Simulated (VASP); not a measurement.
## InP: single point with PBE

InP:

```
In P
1.0
     0.00000    2.77020    2.77020
     2.77020    0.00000    2.77020
     2.77020    2.77020    0.00000
In P
1 1
Direct
  0.00000 0.00000 0.00000
  0.50000 0.50000 0.50000
```

```json
{
  "Program": "VASP 6.6.1",
  "Task": "single point",
  "Functional": "PBE",
  "Potentials or basis": "VASP PAW PBE potentials, release 64 (In_d, P)",
  "Cutoff": "520 eV",
  "k mesh": "14 × 14 × 14",
  "Occupations": "gaussian, width 0.1 eV",
  "Spin": "no spin polarisation",
  "Dipole correction": "no",
  "Further INCAR settings": "ALGO = Normal; EDIFF = 1e-07; NBANDS = 16"
}
```

```
Pressure               : 0.0 GPa
Band gap on the k mesh : zero (band 9 reaches 7.32 eV, above the bottom of band 10 at 4.69 eV)
```

Levels at points of the mesh, in eV from the Fermi level:
| k point | band 7 | band 8 | band 9 | band 10 | band 11 | band 12 |
| --- | --- | --- | --- | --- | --- | --- |
| (0.00, 0.00, 0.00) | -0.25 | -0.25 | -0.25 | 0.55 | 7.14 | 7.14 |
| (0.50, 0.00, 0.00) | -6.58 | 0.18 | 0.18 | 2.53 | 3.45 | 3.45 |
| (0.50, 0.50, 0.00) | -4.90 | -2.46 | -2.29 | -2.29 | 3.88 | 9.89 |

Run time: 100 s on 1 thread of Intel(R) Xeon(R) Platinum 8259CL CPU @ 2.50GHz (Skylake/Cascade Lake) (shared host), peak memory 0.21 GiB.

Caveat: spin-orbit coupling is left out, which moves the levels of the heavy elements.
